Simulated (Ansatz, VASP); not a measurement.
**One calculation of Au, two programs**

Contents of INCAR:

```
SYSTEM = Au
PREC = Accurate
ENCUT = 520
EDIFF = 1E-7
ISMEAR = 0
SIGMA = 0.1
LREAL = .False.
LASPH = .True.
NELM = 100
ALGO = Normal
ISIF = 2
LWAVE = .False.
LCHARG = .False.
GGA = PS
NBANDS = 12
```

The input KPOINTS:

```
Automatic mesh
0
Gamma
  18 18 18
  0 0 0
```

The input POSCAR:

```
Au
1.0
    0.0000000000      2.0001791474      2.0001791474
    2.0001791474      0.0000000000      2.0001791474
    2.0001791474      2.0001791474      0.0000000000
Au
1
Direct
    0.0000000000      0.0000000000      0.0000000000
```

Input for Ansatz:

```yaml
crystal:
  lattice:
    - [0.0, 2.0001791474, 2.0001791474]
    - [2.0001791474, 0.0, 2.0001791474]
    - [2.0001791474, 2.0001791474, 0.0]
  atoms:
    - { symbol: Au, position: [0.0, 0.0, 0.0] }
basis:
  ecutwfc: 420
kpoints:
  mp_grid: { grid: [18, 18, 18] }
hamiltonian:
  xc: pbesol
scf:
  occupations: { method: gaussian, width: 0.1 }
output:
  forces: true
  stress: true
  eigenvalues: true
```

Alike in both runs: task single point; functional PBEsol; k mesh 18 × 18 × 18; occupations gaussian, width 0.1 eV; no spin polarisation.

|  | VASP | Ansatz |
| --- | --- | --- |
| version | VASP 6.6.1 | Ansatz 0.2.0 |
| potentials or method | VASP PAW PBE potentials, release 64 (Au), cutoff 520 eV | scalar-relativistic, plane waves, PAW |
| valence electrons in the cell | 11 | 19 |

```csv
,VASP,Ansatz,Ansatz less VASP
gap on the k mesh at the Fermi level (eV),none,none,-
pressure (GPa),12.6,12.9,+0.35
```

VASP's potentials were made for PBE, not for PBEsol. A gap of «none» marks a metal or a gap that the smearing closes. With one functional, cell and mesh, what is left measures potentials, basis and numerics. VASP's potentials hold 11 valence electrons a cell and Ansatz's 19, so a difference there can come from the potentials and not from the codes.

Neither program's run includes spin-orbit coupling.
